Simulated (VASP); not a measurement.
Here is a VASP 6.6.1 calculation.

The input POSCAR:

```
Si
1.0
    0.0000000000      2.7055485941      2.7575828868
    2.7055485941      0.0000000000      2.7575828868
    2.7055485941      2.7055485941      0.0000000000
Si
2
Direct
    0.0000000000      0.0000000000      0.0000000000
    0.2500000000      0.2500000000      0.2500000000
```

Contents of INCAR.step1:

```
  ALGO = Normal
  EDIFF = 1E-8
  ENCUT = 500
  GGA = PS
  ISMEAR = 0
  LASPH = T
  LCHARG = F
  LREAL = F
  LWAVE = T
  NELM = 80
  PREC = Accurate
  SIGMA = 0.01
```

INCAR.step2

```
  ALGO = Exact
  EDIFF = 1E-8
  ENCUT = 500
  GGA = PS
  ISMEAR = 0
  ISTART = 1
  LASPH = T
  LCHARG = F
  LOPTICS = T
  LREAL = F
  LWAVE = T
  NBANDS = 95
  NELM = 1
  PREC = Accurate
  SIGMA = 0.01
```

File INCAR.step3:

```
  ALGO = EVGW0
  EDIFF = 1E-8
  ENCUT = 500
  ENCUTGW = 100.0
  GGA = PS
  ISMEAR = 0
  ISTART = 1
  LASPH = T
  LCHARG = F
  LREAL = F
  LWAVE = F
  NBANDS = 95
  NBANDSGW = 12
  NELMGW = 1
  NOMEGA = 48
  PREC = Accurate
  PRECFOCK = Fast
  SIGMA = 0.01
```

KPOINTS

```
k-points
0
Gamma
  4 4 4
```

Potentials or basis: VASP PAW PBE potentials, release 64 (Si_GW).

Run with:

```console
$ cat potpaw_PBE.64/Si_GW/POTCAR > POTCAR
$ cp INCAR.step1 INCAR
$ mpirun -np 1 vasp_std > vasp.out
$ cp INCAR.step2 INCAR
$ mpirun -np 1 vasp_std > vasp.out
$ cp INCAR.step3 INCAR
$ mpirun -np 1 vasp_std > vasp.out
```

Task: Estimate the quasiparticle gap.

Result: 0.99 eV.

Task: What does it give for the least direct quasiparticle gap?

Result: 3.04 eV.

Task: What does it give for the least direct gap of the starting levels on the mesh?

Result: 2.43 eV.

Task: What does it give for the band gap of the starting levels on the mesh?

Result: 0.49 eV.

Caveat: the k points lie up to 0.50 Å⁻¹ apart; bands, screening cutoff and mesh are small and nothing is extrapolated, so the quasiparticle values aren't converged.
